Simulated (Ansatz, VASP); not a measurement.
## Two plane-wave programs on Cu

POSCAR

```
Cu
1.0
    2.5293395076      0.0000000000      0.0000000000
   -1.2646697538      2.1904722684      0.0000000000
    0.0000000000      0.0000000000      8.6771368474
Cu
4
Direct
    0.0000000000      0.0000000000      0.0000000000
    0.3333333333      0.6666666667      0.2500000000
    0.0000000000      0.0000000000      0.5000000000
    0.6666666667      0.3333333333      0.7500000000
```

File INCAR.step1:

```
SYSTEM = Cu
PREC = Accurate
ENCUT = 520
ISMEAR = 0
SIGMA = 0.15
LREAL = .False.
LASPH = .True.
NELM = 60
NBANDS = 30
GGA = PE
ALGO = Normal
EDIFF = 1E-4
LWAVE = .True.
LCHARG = .False.
LUSENCCL = .False.
```

File INCAR.step2:

```
SYSTEM = Cu
PREC = Accurate
ENCUT = 520
EDIFF = 1E-6
ISMEAR = 0
SIGMA = 0.15
LREAL = .False.
LASPH = .True.
NELM = 60
ALGO = Normal
ISIF = 2
LWAVE = .False.
LCHARG = .False.
METAGGA = R2SCAN
LMIXTAU = .True.
NBANDS = 30
ISTART = 1
LUSENCCL = .False.
```

The input KPOINTS:

```
Automatic mesh
0
Gamma
  24 24 6
  0 0 0
```

Input for Ansatz:

```yaml
crystal:
  lattice:
    - [2.5293395076, 0.0, 0.0]
    - [-1.2646697538, 2.1904722684, 0.0]
    - [0.0, 0.0, 8.6771368474]
  atoms:
    - { symbol: Cu, position: [0.0, 0.0, 0.0] }
    - { symbol: Cu, position: [0.3333333333, 0.6666666667, 0.25] }
    - { symbol: Cu, position: [0.0, 0.0, 0.5] }
    - { symbol: Cu, position: [0.6666666667, 0.3333333333, 0.75] }
basis:
  ecutwfc: 500
kpoints:
  mp_grid: { grid: [24, 24, 6] }
hamiltonian:
  xc: r2scan
scf:
  occupations: { method: gaussian, width: 0.15 }
output:
  forces: true
  stress: true
  eigenvalues: true
```

Change from the starting cell: strain +0.000 along x and y, +0.050 along z, atoms carried along.

Alike in both runs: task single point; functional r2SCAN; k mesh 24 × 24 × 6; occupations gaussian, width 0.15 eV; no spin polarisation.

|  | VASP | Ansatz |
| --- | --- | --- |
| version | VASP 6.6.1 | Ansatz 0.2.0 |
| potentials or method | VASP PAW PBE potentials, release 64 (Cu), cutoff 520 eV | scalar-relativistic, plane waves, PAW |
| valence electrons in the cell | 44 | 76 |

Ansatz gave:

- gap on the k mesh at the Fermi level (eV): none
- pressure (GPa): -6.6
- traceless stress, the component that is largest in VASP (GPa): -5.10

Problem. Estimate VASP's values.

Solution. gap on the k mesh at the Fermi level (eV): none; pressure (GPa): -6.1; traceless stress, the component that is largest in VASP (GPa): -5.18.

VASP's potentials were made for PBE, not for r2SCAN. A gap of «none» marks a metal or a gap that the smearing closes. The functional is the same, so the differences come from potentials, cutoffs and numerics. VASP's potentials hold 44 valence electrons a cell and Ansatz's 76, so a difference there can come from the potentials and not from the codes.
